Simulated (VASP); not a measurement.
# GeW2 (Fd-3m) in VASP: notebook

GeW2 is run at these levels: PBE; tasks: single point, relaxation of cell and atoms.

Program: VASP 6.6.1. These are calculated values, not measurements. Logs are shortened: lines on timing, memory, paths and dates and some standing lists are left out, and cuts for length are marked.

## 1. The cell of the first run

Symmetry: Fd-3m, No. 227, cubic system. Conventional cell: a = 7.510 Å, b = 7.510 Å, c = 7.510 Å, α = 90.00°, β = 90.00°, γ = 90.00°. Within 4.1 Å of Ge (site symmetry -43m) lie 12 W at 3.11 Å and 4 Ge at 3.25 Å. W (site symmetry -3m) has 6 W at 2.66 Å and 6 Ge at 3.11 Å within 3.5 Å.

## 2. Single point, PBE

File INCAR:

```
SYSTEM = GeW2
PREC = Accurate
ENCUT = 520
EDIFF = 1E-7
ISMEAR = 0
SIGMA = 0.1
LREAL = .FALSE.
LASPH = .TRUE.
NELM = 80
ALGO = Fast
ISIF = 2
LWAVE = .FALSE.
LCHARG = .FALSE.
GGA = PE
NBANDS = 51
```

File KPOINTS:

```
regular mesh
0
G
  10 10 10
  0 0 0
```

File POSCAR:

```
GeW2
1.0
    0.0000000000      3.7552388627      3.7552388627
    3.7552388627      0.0000000000      3.7552388627
    3.7552388627      3.7552388627      0.0000000000
Ge W
2 4
Direct
    0.7500000000      0.7500000000      0.7500000000
    0.5000000000      0.5000000000      0.5000000000
    0.1250000000      0.1250000000      0.1250000000
    0.1250000000      0.1250000000      0.6250000000
    0.1250000000      0.6250000000      0.1250000000
    0.6250000000      0.1250000000      0.1250000000
```

Potentials or basis: VASP PAW PBE potentials, release 64 (Ge_d, W_sv).

Run with:

```
> cat potpaw_PBE.64/Ge_d/POTCAR potpaw_PBE.64/W_sv/POTCAR > POTCAR
> mpirun -np 1 vasp_std > vasp.out
```

OUTCAR:

```text
SYSTEM = GeW2
   PREC = Accurate
   ENCUT = 520
   EDIFF = 1E-7
   ISMEAR = 0
   LREAL = .FALSE.
   LASPH = .TRUE.
   NELM = 80
   ISIF = 2
   GGA = PE

 ion  position               nearest neighbor table
   1  0.750  0.750  0.750-   4 3.11   5 3.11   6 3.11   3 3.11   5 3.11   6 3.11   3 3.11   4 3.11
                             6 3.11   3 3.11   4 3.11   5 3.11
   2  0.500  0.500  0.500-   3 3.11   4 3.11   5 3.11   3 3.11   4 3.11   6 3.11   3 3.11   5 3.11
                             6 3.11   4 3.11   5 3.11   6 3.11
   3  0.125  0.125  0.125-   4 2.66   5 2.66   6 2.66   4 2.66   5 2.66   6 2.66   2 3.11   1 3.11
                             2 3.11   1 3.11   2 3.11   1 3.11
   4  0.125  0.125  0.625-   3 2.66   3 2.66   5 2.66   6 2.66   5 2.66   6 2.66   1 3.11   2 3.11
                             2 3.11   1 3.11   2 3.11   1 3.11
   5  0.125  0.625  0.125-   3 2.66   4 2.66   3 2.66   4 2.66   6 2.66   6 2.66   1 3.11   1 3.11
                             2 3.11   1 3.11   2 3.11   2 3.11
   6  0.625  0.125  0.125-   3 2.66   4 2.66   5 2.66   3 2.66   4 2.66   5 2.66   1 3.11   2 3.11
                             1 3.11   2 3.11   1 3.11   2 3.11

  LATTYP: Found a face centered cubic cell.
 ALAT       =     7.5104777254

  Lattice vectors:

 A1 = (   0.0000000000,   3.7552388627,   3.7552388627)
 A2 = (   3.7552388627,   0.0000000000,   3.7552388627)
 A3 = (   3.7552388627,   3.7552388627,   0.0000000000)

Analysis of symmetry for initial positions (statically):
=====================================================================
 Subroutine PRICEL returns:
 Original cell was already a primitive cell.

 Routine SETGRP: Setting up the symmetry group for a
 face centered cubic supercell.

 Subroutine GETGRP returns: Found 48 space group operations
 (whereof 24 operations were pure point group operations)
 out of a pool of 48 trial point group operations.

The static configuration has the point symmetry T_d .
 The point group associated with its full space group is O_h .

Analysis of symmetry for dynamics (positions and initial velocities):
=====================================================================
 Subroutine PRICEL returns:
 Original cell was already a primitive cell.

 Routine SETGRP: Setting up the symmetry group for a
 face centered cubic supercell.

 Subroutine GETGRP returns: Found 48 space group operations
 (whereof 24 operations were pure point group operations)
 out of a pool of 48 trial point group operations.

[... 106 lines left out ...]
   LASPH  =      T    aspherical Exc in radial PAW
   ENCUT  =  520.0 eV  38.22 Ry    6.18 a.u.   9.87  9.87  9.87*2*pi/ulx,y,z
   NELM   =     80;   NELMIN=  2; NELMDL= -5     # of ELM steps
   EDIFF  = 0.1E-06   stopping-criterion for ELM
   LREAL  =      F    real-space projection
   EDIFFG = 0.1E-05   stopping-criterion for IOM
   NSW    =      0    number of steps for IOM
   IBRION =     -1    ionic relax: 0-MD 1-quasi-New 2-CG
   NFREE  =      0    steps in history (QN), initial steepest desc. (CG)
   ISIF   =      2    stress and relaxation
   ISYM   =      2    0-nonsym 1-usesym 2-fastsym
   POTIM  = 0.5000    time-step for ionic-motion
   TEBEG  =    0.0;   TEEND  =   0.0 temperature during run
   PSTRESS=    0.0 pullay stress
   NELECT =      84.0000    total number of electrons
   NUPDOWN=      -1.0000    fix difference up-down
   EMIN   =  10.00;   EMAX   =-10.00  energy-range for DOS
   EFERMI =   0.00;   METHOD = LEGACY
   ISMEAR =     0;   SIGMA  =   0.10  broadening in eV -4-tet -1-fermi 0-gaus
   EFERMI_NEDOS =   21; number of points for ismear=-14 and -15
   IALGO  =     68    algorithm
   IMIX   =      4    mixing-type and parameters
     AMIX     =   0.40;   BMIX     =  1.00
     AMIX_MAG =   1.60;   BMIX_MAG =  1.00
  volume/ion in A,a.u.               =      17.65       119.12
  Fermi-wavevector in a.u.,A,eV,Ry     =   1.515376  2.863645 31.243928  2.296364
  Thomas-Fermi vector in A             =   2.624908
   LORBIT       =      0    0 simple, 1 ext, 2 COOP (PROOUT), +10 PAW based schemes
   GGA     = PE    functional components
   LHFCALC =     F    Hartree Fock is set to
   AEXX    =    0.0000 exact exchange contribution
   IVDW    =     0    specifies the selected vdW correction
   LEPSILON=     F    determine dielectric tensor
   LRPA    =     F    only Hartree local field effects (RPA)
 non-spin polarized calculation
 RMM-DIIS sequential band-by-band and
 Gauss-broadening in eV      SIGMA  =   0.10
  energy-cutoff  :      520.00
  volume of cell :      105.91
 maximum number of plane-waves:      2884
   NGX = 19   NGY = 19   NGZ = 19

 number of electron      84.0000022 magnetization

 Free energy of the ion-electron system (eV)
  ---------------------------------------------------
  ext. energy  EPLUGINS =         0.00000000
  ---------------------------------------------------
  free energy    TOTEN  =       -56.18141589 eV

  energy without entropy =      -56.16092603  energy(sigma->0) =      -56.17117096

 E-fermi :   9.0460     XC(G=0): -12.4915

 val. band max:        9.0373964702   @ k =  -0.4000   0.3000   0.0000
 cond. band min:       9.0553941599   @ k =  -0.4000   0.2000   0.0000
 fundamental gap:      0.0179976897
 Fermi energy:         9.0460495513

 k-point     1 :       0.0000    0.0000    0.0000
  band No.  band energies     occupation
      1     -64.9388      2.00000
      2     -64.7649      2.00000
      3     -64.7649      2.00000
      4     -64.7649      2.00000
      5     -30.2262      2.00000
      6     -29.5589      2.00000
[... 1285 lines left out ...]
     50      11.8770      0.00000
     51      12.3392      0.00000

 [... further k-points ...]
[... 5 lines left out ...]
  --------------------------------------------------------------------------------------
  -------------------------------------------------------------------------------------
  Total        0.2626581      0.2626581      0.2626581      0.0000000      0.0000000      0.0000000
  in kB        3.9733676      3.9733676      3.9733676      0.0000000      0.0000000      0.0000000
  external PRESSURE =       3.9733676 kB  Pullay stress =       0.0000000 kB

 VOLUME and BASIS-vectors are now :
 -----------------------------------------------------------------------------
  energy-cutoff  :      520.00
  volume of cell :      105.91
      direct lattice vectors                 reciprocal lattice vectors
     0.000000000  3.755238863  3.755238863    -0.133147323  0.133147323  0.133147323
     3.755238863  0.000000000  3.755238863     0.133147323 -0.133147323  0.133147323
     3.755238863  3.755238863  0.000000000     0.133147323  0.133147323 -0.133147323

 POSITION                                       TOTAL-FORCE (eV/Angst)
 -----------------------------------------------------------------------------------
      5.63286      5.63286      5.63286        -0.000000     -0.000000     -0.000000
      3.75524      3.75524      3.75524         0.000000      0.000000      0.000000
      0.93881      0.93881      0.93881         0.000000      0.000000      0.000000
      2.81643      2.81643      0.93881         0.000000      0.000000      0.000000
      2.81643      0.93881      2.81643         0.000000      0.000000      0.000000
      0.93881      2.81643      2.81643         0.000000      0.000000      0.000000
 -----------------------------------------------------------------------------------
    total drift:                                0.000000     -0.000000      0.000000

  FREE ENERGIE OF THE ION-ELECTRON SYSTEM (eV)
  ---------------------------------------------------
  free  energy   TOTEN  =       -56.1814158913 eV

  energy  without entropy=      -56.1609260294  energy(sigma->0) =      -56.17117096
```

It took 6.4 min on 1 thread of Intel Xeon Platinum 8488C (Sapphire Rapids), shared host; peak memory 0.38 GiB.

Results:

```yaml
Free_energy: -56.1814 eV
Pressure: 0.4 GPa
Band_gap_on_the_k_mesh: zero (band 42 reaches 11.24 eV, above the bottom of band 43 at 8.55 eV)
```

Caveat: spin-orbit coupling is left out, which moves the levels of the heavy elements.

## 3. Relaxation of cell and atoms, PBE

This run uses another cell than the first one, of 17.51 Å³/atom, 0.992 times its volume.

File INCAR:

```
SYSTEM = GeW2
ALGO = Fast ; EDIFF = 1E-7
EDIFFG = -0.01 ; ENCUT = 600
GGA = PE ; IBRION = 2
ISIF = 3 ; ISMEAR = 0
LASPH = .True. ; LCHARG = .False.
LREAL = .False. ; LWAVE = .False.
NELM = 100 ; NSW = 100
PREC = Accurate ; SIGMA = 0.1
```

File KPOINTS:

```
k-points
0
Gamma
  10 10 10
  0 0 0
```

Changes to POSCAR since step 2:

```diff
@@ -2,5 +2,5 @@
 1.0
-    0.0000000000      3.7552388627      3.7552388627
-    3.7552388627      0.0000000000      3.7552388627
-    3.7552388627      3.7552388627      0.0000000000
+    0.0000000000      3.7450696402      3.7450696402
+    3.7450696402      0.0000000000      3.7450696402
+    3.7450696402      3.7450696402      0.0000000000
 Ge W
```

Potentials or basis: VASP PAW PBE potentials, release 64 (Ge_d, W_sv).

Run with:

```
> cat potpaw_PBE.64/Ge_d/POTCAR potpaw_PBE.64/W_sv/POTCAR > POTCAR
> mpirun -np 1 vasp_std > vasp.out
```

Wall time 16 min (1 thread of Intel Xeon 6975P-C (Granite Rapids), shared host); peak memory 0.43 GiB.

Results (log left out):

```
Free energy                            : -56.1825 eV
Relaxed volume                         : 17.70 Å³/atom
Relaxed cell                           : a = 5.315 Å, b = 5.315 Å, c = 5.315 Å, α = 60.00°, β = 60.00°, γ = 60.00°
Space group after relaxing (to 0.05 Å) : Fd-3m (No. 227)
Energy gained by relaxing              : 1.1 meV/atom
Ionic steps                            : 3
Pressure after relaxing                : 0.0 GPa
Band gap on the k mesh                 : zero (band 42 reaches 11.21 eV, above the bottom of band 43 at 8.51 eV)
```

Step by step:
| step | energy change (eV) | largest force (eV/Å) | pressure (GPa) | volume (Å³) |
| --- | --- | --- | --- | --- |
| 1 | 0.0000 | 0.0000 | 1.93 | 105.05 |
| 2 | 0.0164 | 0.0000 | -3.43 | 108.30 |
| 3 | -0.0067 | 0.0000 | -0.01 | 106.18 |

Final structure:
```
CELL_PARAMETERS angstrom
0.00000 3.75837 3.75837
3.75837 0.00000 3.75837
3.75837 3.75837 0.00000
ATOMIC_POSITIONS crystal
Ge 0.75000 0.75000 0.75000
Ge 0.50000 0.50000 0.50000
W 0.12500 0.12500 0.12500
W 0.12500 0.12500 0.62500
W 0.12500 0.62500 0.12500
W 0.62500 0.12500 0.12500
```

Levels at points of the mesh, in eV from the Fermi level:
```
           k point  band 39  band 40  band 41  band 42  band 43  band 44  band 45  band 46
(0.00, 0.00, 0.00)    -1.02    -1.02     0.76     2.19     2.19     2.19     2.20     2.20
(0.50, 0.00, 0.00)    -0.89    -0.89    -0.81    -0.81    -0.39     1.00     1.98     2.00
(0.50, 0.50, 0.00)    -0.87    -0.87    -0.53    -0.53    -0.33    -0.33     0.82     0.82
```

Caveat: spin-orbit coupling is left out, which moves the levels of the heavy elements.
